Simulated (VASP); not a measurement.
# Cd3Se (I4/mmm) in VASP: a series of runs, part 2 of 2

VASP 6.6.1. Earlier steps stand in the parts before.

## 3. Single point, PBEsol, non-collinear spin, zero start, spin-orbit coupling

Input file INCAR:

```
PREC     = Accurate       # precision mode
ENCUT    = 520            # plane-wave cutoff, eV
EDIFF    = 1E-7           # SCF threshold, eV
ISMEAR   = -1             # smearing method
SIGMA    = 0.05           # smearing width, eV
LREAL    = F              # projectors in reciprocal space
LASPH    = T              # aspherical terms in the spheres
NELM     = 150            # most SCF steps
ALGO     = Normal         # electronic algorithm
ISIF     = 2              # what is computed and relaxed
LWAVE    = F              # write WAVECAR
LCHARG   = F              # write CHGCAR
MAGMOM   = 0 0 0 0 0 0 0 0 0 0 0 0 # initial moments
LORBIT   = 11             # projections on sites
LSORBIT  = T              # spin-orbit coupling
GGA_COMPAT= F            
LORBMOM  = T            
GGA      = PS             # functional
NBANDS   = 56             # bands
```

Input file KPOINTS:

```
Automatic mesh
0
Gamma
  7 7 7
```

Input file POSCAR:

```
Cd3Se
1.0
   -2.0409530000      2.0409530000      6.0870800000
    2.0409530000     -2.0409530000      6.0870800000
    2.0409530000      2.0409530000     -6.0870800000
Cd Se
3 1
Direct
    0.5000000000      0.5000000000      0.0000000000
    0.2500000000      0.7500000000      0.5000000000
    0.7500000000      0.2500000000      0.5000000000
    0.0000000000      0.0000000000      0.0000000000
```

Potentials or basis: VASP PAW PBE potentials, release 64 (Cd, Se).

Run with:

```
> cat potpaw_PBE.64/Cd/POTCAR potpaw_PBE.64/Se/POTCAR > POTCAR
> mpirun -np 1 vasp_ncl > vasp.out
```

OUTCAR:

```text
PREC = Accurate
   ENCUT = 520
   EDIFF = 1E-7
   ISMEAR = -1
   LREAL = F
   LASPH = T
   NELM = 150
   ISIF = 2
   LORBIT = 11
   LSORBIT = T
   GGA = PS

 ion  position               nearest neighbor table
   1  0.500  0.500  0.000-   4 2.89   4 2.89   4 2.89   4 2.89   3 3.66   2 3.66   3 3.66   3 3.66
                             2 3.66   2 3.66   3 3.66   2 3.66
   2  0.250  0.750  0.500-   3 2.89   3 2.89   3 2.89   3 2.89   1 3.66   1 3.66   1 3.66   1 3.66

   3  0.750  0.250  0.500-   2 2.89   2 2.89   2 2.89   2 2.89   1 3.66   1 3.66   1 3.66   1 3.66

   4  0.000  0.000  0.000-   1 2.89   1 2.89   1 2.89   1 2.89

  LATTYP: Found a body centered tetragonal cell.
 ALAT       =     4.0819060000
 C/A-ratio  =     2.9824694640

  Lattice vectors:

 A1 = (  -2.0409530000,   2.0409530000,   6.0870800000)
 A2 = (   2.0409530000,  -2.0409530000,   6.0870800000)
 A3 = (   2.0409530000,   2.0409530000,  -6.0870800000)

Analysis of symmetry for initial positions (statically):
=====================================================================
 Subroutine PRICEL returns:
 Original cell was already a primitive cell.

 Routine SETGRP: Setting up the symmetry group for a
 body centered tetragonal supercell.

 Subroutine GETGRP returns: Found 16 space group operations
 (whereof 16 operations were pure point group operations)
 out of a pool of 16 trial point group operations.

The static configuration has the point symmetry D_4h.

Analysis of symmetry for dynamics (positions and initial velocities):
=====================================================================
 Subroutine PRICEL returns:
 Original cell was already a primitive cell.

 Routine SETGRP: Setting up the symmetry group for a
 body centered tetragonal supercell.

 Subroutine GETGRP returns: Found 16 space group operations
 (whereof 16 operations were pure point group operations)
 out of a pool of 16 trial point group operations.

The dynamic configuration has the point symmetry D_4h.

Analysis of structural, dynamic, and magnetic symmetry:
=====================================================================
 Subroutine PRICEL returns:
 Original cell was already a primitive cell.

 Routine SETGRP: Setting up the symmetry group for a
 body centered tetragonal supercell.

 Subroutine GETGRP returns: Found 16 space group operations
 (whereof 16 operations were pure point group operations)
 out of a pool of 16 trial point group operations.

The overall configuration has the point symmetry D_4h.

 Subroutine INISYM returns: Found 16 space group operations
 (whereof 16 operations are pure point group operations),
 and found     1 'primitive' translations

----------------------------------------------------------------------------------------

                                     Primitive cell

  volume of cell :     101.4227
[... 1527 lines left out ...]
  --------------------------------------------------------------------------------------
  -------------------------------------------------------------------------------------
  Total       -2.6740253     -2.6740253     -1.2907192      0.0000000      0.0000000      0.0000000
  in kB      -42.2416714    -42.2416714    -20.3895361      0.0000000      0.0000000      0.0000000
  external PRESSURE =     -34.9576263 kB  Pullay stress =       0.0000000 kB

 VOLUME and BASIS-vectors are now :
 -----------------------------------------------------------------------------
  energy-cutoff  :      520.00
  volume of cell :      101.42
      direct lattice vectors                 reciprocal lattice vectors
    -2.040953000  2.040953000  6.087080000     0.000000000  0.244983593  0.082141191
     2.040953000 -2.040953000  6.087080000     0.244983593  0.000000000  0.082141191
     2.040953000  2.040953000 -6.087080000     0.244983593  0.244983593  0.000000000

 POSITION                                       TOTAL-FORCE (eV/Angst)
 -----------------------------------------------------------------------------------
      0.00000      0.00000      6.08708         0.000000     -0.000000     -0.000000
      2.04095      0.00000      3.04354         0.000000     -0.000000     -0.000000
      0.00000      2.04095      3.04354        -0.000000      0.000000      0.000000
      0.00000      0.00000      0.00000         0.000000     -0.000000     -0.000000
 -----------------------------------------------------------------------------------
    total drift:                               -0.000000     -0.000000      0.000000

  FREE ENERGIE OF THE ION-ELECTRON SYSTEM (eV)
  ---------------------------------------------------
  free  energy   TOTEN  =        -7.4947682117 eV

  energy  without entropy=       -7.4768627530  energy(sigma->0) =       -7.48581548

 orbital moment (x)

 # of ion     p       d       tot
 ----------------------------------------
  1        -0.000  -0.000  -0.000
  2         0.000  -0.000  -0.000
  3         0.000  -0.000  -0.000
  4        -0.000  -0.000  -0.000
 ----------------------------------------
            0.000  -0.000  -0.000

 orbital moment (y)

 # of ion     p       d       tot
 ----------------------------------------
  1         0.000   0.000   0.000
  2         0.000   0.000   0.000
  3        -0.000   0.000   0.000
  4        -0.000   0.000  -0.000
 ----------------------------------------
           -0.000   0.000   0.000

 orbital moment (z)

 # of ion     p       d       tot
 ----------------------------------------
  1         0.000   0.000   0.000
  2         0.000   0.000   0.000
  3        -0.000   0.000  -0.000
  4         0.000  -0.000  -0.000
 ----------------------------------------
           -0.000  -0.000  -0.000

 Spin-Orbit-Coupling matrix elements

 Ion:    1  E_soc:     -0.0531120
 l=   1
     0.0000000    -0.0018734    -0.0021353
    -0.0018734     0.0000000    -0.0018734
    -0.0021353    -0.0018734     0.0000000
 l=   2
     0.0000000    -0.0013742     0.0000000    -0.0013742    -0.0054710
    -0.0013742     0.0000000    -0.0041392    -0.0013921    -0.0013920
     0.0000000    -0.0041392     0.0000000    -0.0041392     0.0000000
    -0.0013742    -0.0013921    -0.0041392     0.0000000    -0.0013920
    -0.0054710    -0.0013920     0.0000000    -0.0013920     0.0000000
 l=   3
     0.0000000     0.0000000     0.0000000     0.0000000     0.0000000     0.0000000     0.0000000
     0.0000000     0.0000000     0.0000000     0.0000000     0.0000000     0.0000000     0.0000000
     0.0000000     0.0000000     0.0000000     0.0000000     0.0000000     0.0000000     0.0000000
     0.0000000     0.0000000     0.0000000     0.0000000     0.0000000     0.0000000     0.0000000
[... 49 lines left out ...]
 l=   2
     0.0000000    -0.0000001     0.0000000    -0.0000001    -0.0000046
    -0.0000001     0.0000000    -0.0000008     0.0000005    -0.0000004
     0.0000000    -0.0000008     0.0000000    -0.0000008     0.0000000
    -0.0000001     0.0000005    -0.0000008     0.0000000    -0.0000004
    -0.0000046    -0.0000004     0.0000000    -0.0000004     0.0000000
 l=   3
     0.0000000     0.0000000     0.0000000     0.0000000     0.0000000     0.0000000     0.0000000
     0.0000000     0.0000000     0.0000000     0.0000000     0.0000000     0.0000000     0.0000000
     0.0000000     0.0000000     0.0000000     0.0000000     0.0000000     0.0000000     0.0000000
     0.0000000     0.0000000     0.0000000     0.0000000     0.0000000     0.0000000     0.0000000
     0.0000000     0.0000000     0.0000000     0.0000000     0.0000000     0.0000000     0.0000000
     0.0000000     0.0000000     0.0000000     0.0000000     0.0000000     0.0000000     0.0000000
     0.0000000     0.0000000     0.0000000     0.0000000     0.0000000     0.0000000     0.0000000

 total charge

# of ion       s       p       d       tot
------------------------------------------
    1        0.475   0.197   9.537  10.209
    2        0.598   0.203   9.494  10.295
    3        0.598   0.203   9.494  10.295
    4        1.483   2.232   0.020   3.736
--------------------------------------------------
tot          3.154   2.836  28.545  34.535

 magnetization (x)

# of ion       s       p       d       tot
------------------------------------------
    1        0.000   0.000   0.000   0.000
    2       -0.000  -0.000   0.000  -0.000
    3       -0.000   0.000   0.000  -0.000
    4        0.000   0.000   0.000   0.000
--------------------------------------------------
tot         -0.000  -0.000   0.000  -0.000

 magnetization (y)

# of ion       s       p       d       tot
------------------------------------------
    1        0.000   0.000   0.000   0.000
    2        0.000  -0.000   0.000   0.000
    3        0.000  -0.000   0.000   0.000
    4        0.000   0.000  -0.000  -0.000
--------------------------------------------------
tot          0.000  -0.000  -0.000   0.000

 magnetization (z)

# of ion       s       p       d       tot
------------------------------------------
    1        0.000   0.000  -0.000  -0.000
    2        0.000   0.000   0.000   0.000
    3        0.000   0.000   0.000   0.000
    4        0.000   0.000   0.000   0.000
--------------------------------------------------
tot          0.000   0.000  -0.000   0.000
```

Wall time 8.4 min (1 thread of AMD EPYC 9R45 (Zen 5), shared host); peak memory 0.98 GiB.

What came out:

* Free energy: -7.4948 eV
* Pressure: -3.5 GPa
* Net moment: 0.00 μB per cell
* Valence electrons inside the program's atomic spheres: Cd 10.21, 10.29 (each value once); Se 3.74

Moments on the atoms (μB; x, y, z):
```
Cd  0.00 0.00 0.00
Cd  0.00 0.00 0.00
Cd  0.00 0.00 0.00
Se  0.00 0.00 0.00
```

Caveat: the cell stands under tension; the PAW data sets were made with another functional, which shifts forces and pressure a little.

## 4. Single point, PBEsol

Input file INCAR:

```
SYSTEM = Cd3Se
PREC = Accurate ; ENCUT = 520
EDIFF = 1E-6 ; ISMEAR = -1
SIGMA = 0.03 ; LREAL = .False.
LASPH = .True. ; NELM = 80
ALGO = Normal ; ISIF = 2
LWAVE = .False. ; LCHARG = .False.
GGA = PS ; NBANDS = 29
```

Input file KPOINTS:

```
regular mesh
0
Gamma
  5 5 5
  0 0 0
```

POSCAR is that of step 3.

Run with:

```
> cat potpaw_PBE.64/Cd/POTCAR potpaw_PBE.64/Se/POTCAR > POTCAR
> mpirun -np 1 vasp_std > vasp.out
```

It took 2.2 min on 1 thread of Intel Xeon 8259CL, shared host; peak memory 0.36 GiB.

It converged, with:

| Item | Value |
| --- | --- |
| Free energy | -7.4243 eV |
| Pressure | -3.4 GPa |
| Band gap on the k mesh | zero (bands 21 and 22 overlap by 1.72 eV) |

Stress tensor (GPa, compression positive):
```
-4.08  0.00  0.00
 0.00 -4.08  0.00
 0.00  0.00 -1.92
```

Levels at points of the mesh, in eV from the Fermi level:
```csv
k point,band 19,band 20,band 21,band 22,band 23,band 24
"(0.00, 0.00, 0.00)",-2.23,-2.23,-0.94,2.04,2.40,2.40
```

Caveat: the cell stands under tension; the PAW data sets were made with another functional, which shifts forces and pressure a little.

## 5. Single point, PBEsol+D3(BJ)

This run uses another cell than the first one, of 21.64 Å³/atom.

Input file INCAR:

```
  ALGO = Normal
  EDIFF = 1E-6
  ENCUT = 520
  GGA = PS
  ISIF = 2
  ISMEAR = -1
  IVDW = 12
  LASPH = True
  LCHARG = True
  LELF = True
  LREAL = False
  LVHAR = True
  LWAVE = False
  NBANDS = 29
  NELM = 100
  PREC = Accurate
  SIGMA = 0.05
```

Input file KPOINTS:

```
k-points
0
Gamma
  9 9 9
```

Input file POSCAR:

```
Cd3Se
1.0
   -1.9631848993      1.9631848993      5.6137743764
    1.9631848993     -1.9631848993      5.6137743764
    1.9631848993      1.9631848993     -5.6137743764
Cd Se
3 1
Direct
    0.5000000000      0.5000000000      0.0000000000
    0.2500000000      0.7500000000      0.5000000000
    0.7500000000      0.2500000000      0.5000000000
    0.0000000000      0.0000000000      0.0000000000
```

Run with:

```
> cat potpaw_PBE.64/Cd/POTCAR potpaw_PBE.64/Se/POTCAR > POTCAR
> mpirun -np 1 vasp_std > vasp.out
```

Wall time 2.7 min (1 thread of Intel Xeon 6975P-C (Granite Rapids), shared host); peak memory 0.42 GiB.

It converged, with:

* Free energy: -9.0507 eV
* Pressure: 0.4 GPa
* Band gap on the k mesh: zero (bands 21 and 22 overlap by 1.64 eV)
* Dispersion energy per atom: -0.396 eV

Stress tensor (GPa, compression positive):
```
0.57 0.00 0.00
0.00 0.57 0.00
0.00 0.00 0.20
```

Levels at points of the mesh, in eV from the Fermi level:
```tsv
k point	band 17	band 18	band 19	band 20	band 21	band 22	band 23	band 24	band 25	band 26
(0.00, 0.00, 0.00)	-5.87	-4.41	-2.35	-2.35	-0.36	2.56	2.63	2.63	4.50	4.87
```

Caveat: the PAW data sets were made with another functional, which shifts forces and pressure a little.

## 6. Single point, PBEsol+D3(BJ)

This run uses another cell than the first one, of 21.85 Å³/atom.

Input file INCAR:

```
PREC = Accurate
ENCUT = 520
EDIFF = 1E-6
ISMEAR = -1
SIGMA = 0.05
LREAL = False
LASPH = True
NELM = 80
ALGO = Normal
ISIF = 2
LWAVE = False
LCHARG = False
GGA = PS
IVDW = 12
NBANDS = 29
```

Input file KPOINTS:

```
regular mesh
0
Gamma
  9 9 9
```

Input file POSCAR:

```
Cd3Se
1.0
   -1.9664458847      1.9664458847      5.6509570053
    1.9664458847     -1.9664458847      5.6509570053
    1.9664458847      1.9664458847     -5.6509570053
Cd Se
3 1
Direct
    0.5000000000      0.5000000000      0.0000000000
    0.2500000000      0.7500000000      0.5000000000
    0.7500000000      0.2500000000      0.5000000000
    0.0000000000      0.0000000000      0.0000000000
```

Potentials or basis: VASP PAW PBE potentials, release 64 (Cd, Se).

Run with:

```
> cat potpaw_PBE.64/Cd/POTCAR potpaw_PBE.64/Se/POTCAR > POTCAR
> mpirun -np 1 vasp_std > vasp.out
```

It took 2.4 min on 1 thread of Intel Xeon 6975P-C (Granite Rapids), shared host; peak memory 0.43 GiB.

Results (log left out):

| Property | Result |
| --- | --- |
| Free energy | -9.0511 eV |
| Pressure | -0.1 GPa |
| Band gap on the k mesh | zero (bands 21 and 22 overlap by 1.64 eV) |
| Dispersion energy per atom | -0.392 eV |

Stress tensor (GPa, compression positive):
```
 0.05  0.00  0.00
 0.00  0.05  0.00
 0.00  0.00 -0.28
```

Levels at points of the mesh, in eV from the Fermi level:
```csv
k point,band 17,band 18,band 19,band 20,band 21,band 22,band 23,band 24,band 25,band 26
"(0.00, 0.00, 0.00)",-5.86,-4.35,-2.32,-2.32,-0.37,2.54,2.64,2.64,4.54,4.85
```

Caveat: three body term missing; the PAW data sets were made with another functional, which shifts forces and pressure a little.

## 7. Summary

```csv
level,spin,cell,k mesh,smearing,gap on the mesh (eV),pressure (GPa)
PBEsol,off,"a = 6.737 Å, angles 144.7, 144.7, 50.7°, 4 atoms",7 × 7 × 7,fermi-dirac 0.05 eV,none,-3.5
PBEsol,"non-collinear, zero start, SOC","a = 6.737 Å, angles 144.7, 144.7, 50.7°, 4 atoms",7 × 7 × 7,fermi-dirac 0.05 eV,-,-3.5
PBEsol,off,"a = 6.737 Å, angles 144.7, 144.7, 50.7°, 4 atoms",5 × 5 × 5,fermi-dirac 0.03 eV,none,-3.4
PBEsol+D3(BJ),off,"a = 6.263 Å, angles 143.5, 143.5, 52.6°, 4 atoms",9 × 9 × 9,fermi-dirac 0.05 eV,none,0.4
PBEsol+D3(BJ),off,"a = 6.298 Å, angles 143.6, 143.6, 52.4°, 4 atoms",9 × 9 × 9,fermi-dirac 0.05 eV,none,-0.1
```

Alike in all rows: task single point; potentials or basis VASP PAW PBE potentials, release 64 (Cd, Se); cutoff (eV) 520.

Caveats: the PAW data sets were made with another functional, which shifts forces and pressure a little; the cell stands under tension (at least some runs); three body term missing (at least some runs).

Total energies depend on the potentials used, so only differences within one code and one set of settings carry meaning.
